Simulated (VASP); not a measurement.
Input of a VASP 6.6.1 run:

INCAR

```
  PREC = Accurate
  ENCUT = 600
  EDIFF = 1E-6
  ISMEAR = 0
  SIGMA = 0.1
  LREAL = F
  LASPH = T
  NELM = 80
  ALGO = Normal
  ISIF = 3
  LWAVE = F
  LCHARG = F
  GGA = PE
  IBRION = 2
  NSW = 90
  EDIFFG = -0.04
```

Contents of KPOINTS:

```
regular mesh
0
Gamma
  6 6 6
```

File POSCAR:

```
HfBe3
1.0
    3.4581226580      0.0000000000      0.0000000000
    0.0000000000      3.4581226580      0.0000000000
    0.0000000000      0.0000000000      3.4581226580
Hf Be
1 3
Direct
    0.0000000000      0.0000000000      0.0000000000
    0.0000000000      0.5000000000      0.5000000000
    0.5000000000      0.0000000000      0.5000000000
    0.5000000000      0.5000000000      0.0000000000
```

Potentials or basis: VASP PAW PBE potentials, release 64 (Hf_pv, Be).

Launch:

```console
$ cat potpaw_PBE.64/Hf_pv/POTCAR potpaw_PBE.64/Be/POTCAR > POTCAR
$ mpirun -np 1 vasp_std > vasp.out
```

Problem. Predict the relaxed cell.

Solution. a = 3.678 Å, b = 3.678 Å, c = 3.678 Å, α = 90.00°, β = 90.00°, γ = 90.00°.

Problem. Estimate the space group after relaxing (to 0.1 Å).

Solution. Pm-3m (No. 221).

Problem. Estimate the relaxed volume.

Solution. 12.43 Å³/atom.

Step by step:
```csv
step,energy change (eV),largest force (eV/Å),pressure (GPa),volume (Å³)
1,0.0000,0.0000,30.65,41.35
2,-0.5629,0.0000,-8.82,54.36
3,-0.6978,0.0000,0.10,49.74
```

Caveat: the volume moved by over 15 % at a fixed basis, so the end points are rough.
